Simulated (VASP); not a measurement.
Set up this calculation in VASP 6.6.1, as the native input.

| Item | Value |
| --- | --- |
| Task | relaxation of cell and atoms |
| Functional | PBE |
| Potentials or basis | VASP PAW PBE potentials, release 64 (Y_sv, Ta_pv, N) |
| Cutoff | 600 eV |
| k mesh | 6 × 6 × 2 |
| Occupations | gaussian, width 0.1 eV |
| Spin | no spin polarisation |
| Dipole correction | no |
| Further INCAR settings | ALGO = Normal; EDIFF = 1e-06; IBRION = 2; EDIFFG = -0.04; NSW = 90; ISIF = 3 |

The structure of Y2TaN3 lies in POSCAR:

```
Y2TaN3
1.0
    3.4999572700      0.0000000000      0.0000000000
   -1.7499786400      3.0310519100      0.0000000000
    0.0000000000      0.0000000000      8.3591145900
Y Ta N
2 1 3
Direct
    0.3333333300      0.6666666700      0.6755830000
    0.6666666700      0.3333333300      0.3244170000
    0.0000000000      0.0000000000      0.0000000000
    0.0000000000      0.0000000000      0.5000000000
    0.3333333300      0.6666666700      0.1780850000
    0.6666666700      0.3333333300      0.8219150000
```

The cell was built from a structure type or drawn by symmetry, and may not be a known phase.

The input as run:

INCAR

```
  PREC = Accurate
  ENCUT = 600
  EDIFF = 1E-6
  ISMEAR = 0
  SIGMA = 0.1
  LREAL = False
  LASPH = True
  NELM = 100
  ALGO = Normal
  ISIF = 3
  LWAVE = False
  LCHARG = False
  GGA = PE
  IBRION = 2
  NSW = 90
  EDIFFG = -0.04
```

KPOINTS

```
Automatic mesh
0
Gamma
  6 6 2
```

Potentials or basis: VASP PAW PBE potentials, release 64 (Y_sv, Ta_pv, N).

Command:

```console
$ cat potpaw_PBE.64/Y_sv/POTCAR potpaw_PBE.64/Ta_pv/POTCAR potpaw_PBE.64/N/POTCAR > POTCAR
$ mpirun -np 1 vasp_std > vasp.out
```

Results of the run:

| Quantity | Value |
| --- | --- |
| Relaxed volume | 12.99 Å³/atom |
| Relaxed cell | a = 3.310 Å, b = 3.310 Å, c = 8.214 Å, α = 90.00°, β = 90.00°, γ = 120.00° |
| Space group after relaxing (to 0.1 Å) | P-3m1 (No. 164) |
| Energy gained by relaxing | 292.3 meV/atom |
| Ionic steps | 9 |
| Pressure after relaxing | 0.0 GPa |
| Largest force after relaxing | 0.015 eV/Å |
| Band gap on the k mesh | zero (bands 24 and 25 overlap by 0.66 eV) |

Caveat: the k points lie up to 0.38 Å⁻¹ apart in the final cell, too coarse for converged energies and pressures of a metal; spin-orbit coupling is left out, which moves the levels of the heavy elements.

Run time: 13 min on 1 thread of Intel Xeon 8259CL, with other jobs on the host, peak memory 0.27 GiB.
